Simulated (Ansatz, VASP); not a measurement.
**One calculation of W, two programs**

The input INCAR:

```
PREC = Accurate ; ENCUT = 520
EDIFF = 1E-7 ; ISMEAR = -1
SIGMA = 0.08 ; LREAL = F
LASPH = T ; NELM = 80
ALGO = Normal ; ISIF = 2
LWAVE = F ; LCHARG = F
GGA = CA ; NBANDS = 13
```

KPOINTS

```
regular mesh
0
Gamma
  16 16 16
```

File POSCAR:

```
W
1.0
    0.0000000000      1.7466561961      1.7466561961
    1.7466561961      0.0000000000      1.7466561961
    1.7466561961      1.7466561961      0.0000000000
W
1
Direct
    0.0000000000      0.0000000000      0.0000000000
```

Input for Ansatz:

```yaml
crystal:
  lattice:
    - [0.0, 1.7466561961, 1.7466561961]
    - [1.7466561961, 0.0, 1.7466561961]
    - [1.7466561961, 1.7466561961, 0.0]
  atoms:
    - { symbol: W, position: [0.0, 0.0, 0.0] }
kpoints:
  mp_grid: { grid: [16, 16, 16] }
  band_path:
    path:
      - [0.0, 0.0, 0.0]
      - [0.5, 0.0, 0.5]
      - [0.625, 0.25, 0.625]
      - [0.375, 0.375, 0.75]
      - [0.0, 0.0, 0.0]
      - [0.5, 0.5, 0.5]
      - [0.5, 0.25, 0.75]
      - [0.5, 0.0, 0.5]
    npoints: 8
scf:
  occupations: { method: fermi_dirac, width: 0.08 }
hamiltonian:
  xc: lda
  pseudopotentials: { kind: paw }
output:
  forces: true
  stress: true
  eigenvalues: true
  populations: true
  dos: { projected: true, de: 0.2, e_range: [-14, 8] }
```

Change from the starting cell: volume scaled by 0.68, PAW files.

Alike in both runs: task single point; functional LDA; k mesh 16 × 16 × 16; occupations fermi-dirac, width 0.08 eV; no spin polarisation.

|  | VASP | Ansatz |
| --- | --- | --- |
| version | VASP 6.6.1 | Ansatz 0.2.0 |
| potentials or method | VASP PAW LDA potentials, release 64 (W_sv) | PAW with Ansatz's default frozen-core files, scalar-relativistic |
| plane-wave cutoff (eV) | 520 | 420 |
| valence electrons in the cell | 14 | 14 |

```tsv
	VASP	Ansatz	Ansatz less VASP
pressure (GPa)	264.6	253.2	-11.40
```

LDA's correlation is that of Perdew and Zunger in VASP and of Perdew and Wang (1992) in Ansatz. Both programs put the cell under a high pressure, so it lies far from rest at this level.

Spin-orbit coupling is off throughout. Noted on VASP's run: the cell as given lies far from equilibrium.
